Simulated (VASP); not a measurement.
Write the native input for VASP 6.6.1 that does the following.

| Item | Value |
| --- | --- |
| Task | single point |
| Functional | PBE |
| Potentials or basis | VASP PAW PBE potentials, release 64 (Ge_d, N) |
| Cutoff | 520 eV |
| k mesh | 4 × 4 × 4 |
| Occupations | gaussian, width 0.1 eV |
| Spin | no spin polarisation |
| Dipole correction | no |
| Further INCAR settings | ALGO = Normal; EDIFF = 1e-06; NBANDS = 42 |

The structure of Ge2N lies in POSCAR:

```
Ge2N
1.0
    4.1997957071      0.0000000000      0.0000000000
    0.0000000000      4.1997957071      0.0000000000
    0.0000000000      0.0000000000      5.4690024942
Ge N
4 2
Direct
    0.5000000000      0.0000000000      0.4913180533
    0.5000000000      0.0000000000      0.9913180533
    0.0000000000      0.5000000000      0.0086819467
    0.0000000000      0.5000000000      0.5086819467
    0.0000000000      0.0000000000      0.0000000000
    0.5000000000      0.5000000000      0.5000000000
```

One way to write it, as run:

INCAR

```
ALGO = Normal ; EDIFF = 1E-6
ENCUT = 520 ; GGA = PE
ISIF = 2 ; ISMEAR = 0
LASPH = T ; LCHARG = F
LREAL = F ; LWAVE = F
NBANDS = 42 ; NELM = 80
PREC = Accurate ; SIGMA = 0.1
```

KPOINTS

```
k-points
0
Gamma
  4 4 4
```

Potentials or basis: VASP PAW PBE potentials, release 64 (Ge_d, N).

The run is started by

```console
$ cat potpaw_PBE.64/Ge_d/POTCAR potpaw_PBE.64/N/POTCAR > POTCAR
$ mpirun -np 1 vasp_std > vasp.out
```

Results of the run:

| Property | Result |
| --- | --- |
| Pressure | 0.0 GPa |
| Largest force | 0.004 eV/Å |
| Band gap on the k mesh | zero (band 33 reaches 7.69 eV, above the bottom of band 34 at 4.65 eV) |

Caveat: the k points lie up to 0.37 Å⁻¹ apart.

Run time: 37 s on 1 thread of Intel(R) Xeon(R) 6975P-C (Granite Rapids) (shared host), peak memory 0.21 GiB.
